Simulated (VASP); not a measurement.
# NaCl (F-43m) in VASP: single point with HSE06

Aim: the single point of NaCl with HSE06.

Program: VASP 6.6.1. These are calculated values, not measurements. Logs are shortened: lines on timing, memory, paths and dates and some standing lists are left out, and cuts for length are marked.

## Step 1: The cell of the first run

The structure is cubic, space group F-43m (No. 216). The conventional cell has a = 6.175 Å, b = 6.175 Å, c = 6.175 Å, α = 90.00°, β = 90.00°, γ = 90.00°. Within 3.5 Å of Na (site symmetry -43m) lie 4 Cl at 2.67 Å. Within 3.5 Å of Cl (site symmetry -43m) lie 4 Na at 2.67 Å.

## Step 2: Single point, HSE06

Contents of POSCAR:

```
NaCl
1.0
    0.0000000000      3.0872727775      3.0872727775
    3.0872727775      0.0000000000      3.0872727775
    3.0872727775      3.0872727775      0.0000000000
Na Cl
1 1
Direct
    0.0000000000      0.0000000000      0.0000000000
    0.2500000000      0.2500000000      0.2500000000
```

Contents of INCAR.step1:

```
PREC = Accurate
ENCUT = 520
EDIFF = 1E-5
ISMEAR = 0
SIGMA = 0.01
LREAL = F
LASPH = T
NELM = 80
ALGO = Normal
ISIF = 2
LWAVE = T
NBANDS = 14
GGA = PE
```

Contents of INCAR.step2:

```
PREC = Accurate
ENCUT = 520
EDIFF = 1E-6
ISMEAR = 0
SIGMA = 0.01
LREAL = F
LASPH = T
NELM = 80
ALGO = Normal
ISIF = 2
LWAVE = F
LCHARG = T
GGA = PE
LHFCALC = T
HFSCREEN = 0.2079
PRECFOCK = Normal
LELF = T
LVHAR = T
NBANDS = 14
ISTART = 1
```

Contents of KPOINTS:

```
regular mesh
0
Gamma
  4 4 4
```

Potentials or basis: VASP PAW PBE potentials, release 64 (Na_pv, Cl).

Run with:

```console
cat potpaw_PBE.64/Na_pv/POTCAR potpaw_PBE.64/Cl/POTCAR > POTCAR
cp INCAR.step1 INCAR
mpirun -np 1 vasp_std > vasp.out
cp INCAR.step2 INCAR
mpirun -np 1 vasp_std > vasp.out
```

OUTCAR:

```text
PREC = Accurate
   ENCUT = 520
   EDIFF = 1E-6
   ISMEAR = 0
   LREAL = F
   LASPH = T
   NELM = 80
   ISIF = 2
   GGA = PE
   LHFCALC = T
   HFSCREEN = 0.2079
   PRECFOCK = Normal
   ISTART = 1

 ion  position               nearest neighbor table
   1  0.000  0.000  0.000-   2 2.67   2 2.67   2 2.67   2 2.67
   2  0.250  0.250  0.250-   1 2.67   1 2.67   1 2.67   1 2.67

  LATTYP: Found a face centered cubic cell.
 ALAT       =     6.1745455550

  Lattice vectors:

 A1 = (   0.0000000000,   3.0872727775,   3.0872727775)
 A2 = (   3.0872727775,   0.0000000000,   3.0872727775)
 A3 = (   3.0872727775,   3.0872727775,   0.0000000000)

Analysis of symmetry for initial positions (statically):
=====================================================================
 Subroutine PRICEL returns:
 Original cell was already a primitive cell.

 Routine SETGRP: Setting up the symmetry group for a
 face centered cubic supercell.

 Subroutine GETGRP returns: Found 24 space group operations
 (whereof 24 operations were pure point group operations)
 out of a pool of 48 trial point group operations.

The static configuration has the point symmetry T_d .

Analysis of symmetry for dynamics (positions and initial velocities):
=====================================================================
 Subroutine PRICEL returns:
 Original cell was already a primitive cell.

 Routine SETGRP: Setting up the symmetry group for a
 face centered cubic supercell.

 Subroutine GETGRP returns: Found 24 space group operations
 (whereof 24 operations were pure point group operations)
 out of a pool of 48 trial point group operations.

The dynamic configuration has the point symmetry T_d .

 Subroutine INISYM returns: Found 24 space group operations
 (whereof 24 operations are pure point group operations),
 and found     1 'primitive' translations

----------------------------------------------------------------------------------------

                                     Primitive cell

  volume of cell :      58.8512

  direct lattice vectors                    reciprocal lattice vectors
     0.000000000  3.087272777  3.087272777    -0.161955239  0.161955239  0.161955239
     3.087272777  0.000000000  3.087272777     0.161955239 -0.161955239  0.161955239
     3.087272777  3.087272777  0.000000000     0.161955239  0.161955239 -0.161955239

  length of vectors
     4.366063033  4.366063033  4.366063033     0.280514702  0.280514702  0.280514702

  position of ions in fractional coordinates (direct lattice)
     0.000000000  0.000000000  0.000000000
     0.250000000  0.250000000  0.250000000

  ion indices of the primitive-cell ions
   primitive index   ion index
                 1           1
                 2           2

----------------------------------------------------------------------------------------

 KPOINTS: regular mesh

Automatic generation of k-mesh.
 Grid dimensions read from file:
 generate k-points for:    4    4    4

 Generating k-lattice:

  Cartesian coordinates                     Fractional coordinates (reciprocal lattice)
    -0.040488810  0.040488810  0.040488810     0.250000000  0.000000000  0.000000000
     0.040488810 -0.040488810  0.040488810     0.000000000  0.250000000  0.000000000
     0.040488810  0.040488810 -0.040488810     0.000000000  0.000000000  0.250000000

  Length of vectors
     0.070128676  0.070128676  0.070128676

  Shift w.r.t. Gamma in fractional coordinates (k-lattice)
     0.000000000  0.000000000  0.000000000

 Subroutine IBZKPT returns following result:
 ===========================================

 Found      8 irreducible k-points:

 Following reciprocal coordinates:
            Coordinates               Weight
  0.000000  0.000000  0.000000      1.000000
  0.250000  0.000000  0.000000      8.000000
  0.500000  0.000000  0.000000      4.000000
  0.250000  0.250000  0.000000      6.000000
  0.500000  0.250000  0.000000     24.000000
 -0.250000  0.250000  0.000000     12.000000
  0.500000  0.500000  0.000000      3.000000
 -0.250000  0.500000  0.250000      6.000000
   k-points           NKPTS =      8   k-points in BZ     NKDIM =     64   number of bands    NBANDS=     14
   number of dos      NEDOS =    301   number of ions     NIONS =      2
   total plane-waves  NPLWV =  32768
   dimension x,y,z NGX =    32 NGY =   32 NGZ =   32
   dimension x,y,z NGXF=    64 NGYF=   64 NGZF=   64
   ions per type =               1   1
   NGX,Y,Z   is equivalent  to a cutoff of  12.18, 12.18, 12.18 a.u.
   NGXF,Y,Z  is equivalent  to a cutoff of  24.37, 24.37, 24.37 a.u.
 SYSTEM =  unknown system
   PREC   = accura    normal or accurate (medium, high low for compatibility)
   ISTART =      1    job   : 0-new  1-cont  2-samecut
   ICHARG =      0    charge: 1-file 2-atom 10-const
   ISPIN  =      1    spin polarized calculation?
   LNONCOLLINEAR =      F non collinear calculations
   LSORBIT =      F    spin-orbit coupling
   LASPH  =      T    aspherical Exc in radial PAW
   ENCUT  =  520.0 eV  38.22 Ry    6.18 a.u.   8.12  8.12  8.12*2*pi/ulx,y,z
   NELM   =     80;   NELMIN=  2; NELMDL=  0     # of ELM steps
   EDIFF  = 0.1E-05   stopping-criterion for ELM
   LREAL  =      F    real-space projection
   EDIFFG = 0.1E-04   stopping-criterion for IOM
   NSW    =      0    number of steps for IOM
   IBRION =     -1    ionic relax: 0-MD 1-quasi-New 2-CG
   NFREE  =      0    steps in history (QN), initial steepest desc. (CG)
   ISIF   =      2    stress and relaxation
   ISYM   =      3    0-nonsym 1-usesym 2-fastsym
   POTIM  = 0.5000    time-step for ionic-motion
   TEBEG  =    0.0;   TEEND  =   0.0 temperature during run
   PSTRESS=    0.0 pullay stress
   NELECT =      14.0000    total number of electrons
   NUPDOWN=      -1.0000    fix difference up-down
   EMIN   =  10.00;   EMAX   =-10.00  energy-range for DOS
   EFERMI =   0.00;   METHOD = LEGACY
   ISMEAR =     0;   SIGMA  =   0.01  broadening in eV -4-tet -1-fermi 0-gaus
   EFERMI_NEDOS =   21; number of points for ismear=-14 and -15
   IALGO  =     38    algorithm
   IMIX   =      1    mixing-type and parameters
     AMIX     =   0.40;   BMIX     =  1.00
     AMIX_MAG =   1.60;   BMIX_MAG =  1.00
  volume/ion in A,a.u.               =      29.43       198.57
  Fermi-wavevector in a.u.,A,eV,Ry     =   1.014376  1.916894 13.999846  1.028960
  Thomas-Fermi vector in A             =   2.147600
   LORBIT       =      0    0 simple, 1 ext, 2 COOP (PROOUT), +10 PAW based schemes
   GGA     = PE    functional components
   LHFCALC =     T    Hartree Fock is set to
   PRECFOCK=normal    Normal, Fast or Accurate (Low or Medium for compatibility)
   ENCUT4O =  -1.0   cutoff for four orbital integrals eV
   NKREDX  =     1    reduce k-point grid by
   NKREDY  =     1    reduce k-point grid by
   NKREDZ  =     1    reduce k-point grid by
   AEXX    =    0.2500 exact exchange contribution
   HFSCREEN=    0.2079 screening length (either q_TF or 0.3 A-1)
   HFSCREENC=   0.2079 screening length for correlation (either q_TF or 0.3 A-1)
   ENCUTFOCK=  -1.0 apply spherical cutoff to Coloumb kernel
   IVDW    =     0    specifies the selected vdW correction
   LEPSILON=     F    determine dielectric tensor
   LRPA    =     F    only Hartree local field effects (RPA)
 non-spin polarized calculation
 Gauss-broadening in eV      SIGMA  =   0.01
  energy-cutoff  :      520.00
  volume of cell :       58.85
 maximum number of plane-waves:      1604
  NGX = 28; NGY = 28; NGZ = 28

 number of electron      13.9999997 magnetization

 Free energy of the ion-electron system (eV)
  ---------------------------------------------------
  ext. energy  EPLUGINS =         0.00000000
  ---------------------------------------------------
  free energy    TOTEN  =        -7.72590907 eV

  energy without entropy =       -7.72590907  energy(sigma->0) =       -7.72590907

 E-fermi :  -3.3054     XC(G=0):  -5.7566

 val. band max:       -3.4085328843   @ k =   0.0000   0.0000   0.0000
 cond. band min:       2.8286967555   @ k =   0.0000   0.0000   0.0000
 fundamental gap:      6.2372296398
 Fermi energy:        -3.3054371556

 k-point     1 :       0.0000    0.0000    0.0000
  band No.  band energies     occupation
      1     -26.0437      2.00000
      2     -26.0437      2.00000
      3     -26.0437      2.00000
      4     -16.6720      2.00000
      5      -3.4085      2.00000
      6      -3.4085      2.00000
      7      -3.4085      2.00000
      8       2.8287      0.00000
      9       9.3298      0.00000
     10       9.3299      0.00000
     11       9.3299      0.00000
     12      11.1906      0.00000
     13      11.1906      0.00000
     14      13.4904      0.00000

 k-point     2 :       0.2500    0.0000    0.0000
  band No.  band energies     occupation
      1     -26.0507      2.00000
      2     -26.0445      2.00000
      3     -26.0445      2.00000
      4     -16.5947      2.00000
      5      -4.0193      2.00000
      6      -3.4599      2.00000
      7      -3.4599      2.00000
      8       4.0641      0.00000
      9       8.0964      0.00000
     10       9.2583      0.00000
     11       9.2583      0.00000
     12      10.9357      0.00000
     13      10.9357      0.00000
     14      12.0439      0.00000

 k-point     3 :       0.5000    0.0000    0.0000
  band No.  band energies     occupation
      1     -26.0577      2.00000
      2     -26.0453      2.00000
      3     -26.0453      2.00000
      4     -16.5157      2.00000
      5      -4.5164      2.00000
      6      -3.5099      2.00000
      7      -3.5099      2.00000
      8       5.5487      0.00000
      9       6.8753      0.00000
     10       8.7006      0.00000
     11       8.7006      0.00000
     12      12.3953      0.00000
     13      13.1857      0.00000
     14      13.1857      0.00000

 k-point     4 :       0.2500    0.2500    0.0000
  band No.  band energies     occupation
      1     -26.0513      2.00000
      2     -26.0457      2.00000
      3     -26.0456      2.00000
      4     -16.5694      2.00000
      5      -4.0009      2.00000
      6      -3.5743      2.00000
      7      -3.5743      2.00000
      8       4.3456      0.00000
      9       7.9082      0.00000
     10       8.4244      0.00000
     11      10.0082      0.00000
     12      10.0082      0.00000
     13      12.0294      0.00000
     14      14.6025      0.00000

 k-point     5 :       0.5000    0.2500    0.0000
  band No.  band energies     occupation
      1     -26.0568      2.00000
      2     -26.0479      2.00000
      3     -26.0465      2.00000
      4     -16.4910      2.00000
      5      -4.3171      2.00000
      6      -3.8127      2.00000
      7      -3.6236      2.00000
      8       5.5887      0.00000
      9       7.0073      0.00000
     10       8.1834      0.00000
     11       9.7018      0.00000
     12      10.9614      0.00000
     13      13.4040      0.00000
     14      13.7328      0.00000

 k-point     6 :      -0.2500    0.2500    0.0000
  band No.  band energies     occupation
      1     -26.0551      2.00000
      2     -26.0480      2.00000
      3     -26.0453      2.00000
      4     -16.5168      2.00000
      5      -4.2208      2.00000
      6      -3.8424      2.00000
      7      -3.5117      2.00000
      8       5.5155      0.00000
      9       7.2549      0.00000
     10       7.9862      0.00000
     11       9.3349      0.00000
     12      10.8981      0.00000
     13      12.8071      0.00000
     14      13.7000      0.00000

 k-point     7 :       0.5000    0.5000    0.0000
  band No.  band energies     occupation
      1     -26.0588      2.00000
      2     -26.0476      2.00000
      3     -26.0476      2.00000
      4     -16.4658      2.00000
      5      -4.4211      2.00000
      6      -3.7319      2.00000
      7      -3.7319      2.00000
      8       4.8940      0.00000
      9       7.0500      0.00000
     10       8.7654      0.00000
     11      11.2982      0.00000
     12      11.2982      0.00000
     13      13.3590      0.00000
     14      13.5298      0.00000

 k-point     8 :      -0.2500    0.5000    0.2500
  band No.  band energies     occupation
      1     -26.0573      2.00000
      2     -26.0492      2.00000
      3     -26.0477      2.00000
      4     -16.4653      2.00000
      5      -4.1180      2.00000
      6      -4.0693      2.00000
      7      -3.7740      2.00000
      8       5.7240      0.00000
      9       7.5448      0.00000
     10       8.2411      0.00000
     11       8.6953      0.00000
     12      12.4220      0.00000
     13      12.4751      0.00000
     14      13.5589      0.00000

------------------------ aborting loop because EDIFF is reached ----------------------------------------

  FORCE on cell =-STRESS in cart. coord.  units (eV):
  Direction    XX          YY          ZZ          XY          YZ          ZX
  --------------------------------------------------------------------------------------
  -------------------------------------------------------------------------------------
  Total        0.1476676      0.1476676      0.1476676      0.0000000      0.0000000      0.0000000
  in kB        4.0201353      4.0201353      4.0201353      0.0000000      0.0000000      0.0000000
  external PRESSURE =       4.0201353 kB  Pullay stress =       0.0000000 kB

 VOLUME and BASIS-vectors are now :
 -----------------------------------------------------------------------------
  energy-cutoff  :      520.00
  volume of cell :       58.85
      direct lattice vectors                 reciprocal lattice vectors
     0.000000000  3.087272777  3.087272777    -0.161955239  0.161955239  0.161955239
     3.087272777  0.000000000  3.087272777     0.161955239 -0.161955239  0.161955239
     3.087272777  3.087272777  0.000000000     0.161955239  0.161955239 -0.161955239

 POSITION                                       TOTAL-FORCE (eV/Angst)
 -----------------------------------------------------------------------------------
      0.00000      0.00000      0.00000        -0.000000     -0.000000     -0.000000
      1.54364      1.54364      1.54364         0.000000      0.000000      0.000000
 -----------------------------------------------------------------------------------
    total drift:                               -0.000003      0.000001      0.000003

  FREE ENERGIE OF THE ION-ELECTRON SYSTEM (eV)
  ---------------------------------------------------
  free  energy   TOTEN  =        -7.7259090747 eV

  energy  without entropy=       -7.7259090747  energy(sigma->0) =       -7.72590907
```

Wall time 1.9 min (1 thread of Intel Xeon 6975P-C (Granite Rapids), shared host); peak memory 0.27 GiB.

What came out:

```yaml
Free_energy: -7.7259 eV
Pressure: 0.4 GPa
Band_gap_on_the_k_mesh: 6.24 eV, direct
```

Levels at points of the mesh, in eV from the valence-band top:
| k point | band 5 | band 6 | band 7 | band 8 | band 9 | band 10 |
| --- | --- | --- | --- | --- | --- | --- |
| (0.00, 0.00, 0.00) | 0.00 | 0.00 | 0.00 | 6.24 | 12.74 | 12.74 |
| (0.50, 0.00, 0.00) | -1.11 | -0.10 | -0.10 | 8.96 | 10.28 | 12.11 |
| (0.50, 0.50, 0.00) | -1.01 | -0.32 | -0.32 | 8.30 | 10.46 | 12.17 |

Caveat: the k points lie up to 0.44 Å⁻¹ apart; the PAW data sets were made with another functional, which shifts forces and pressure a little.
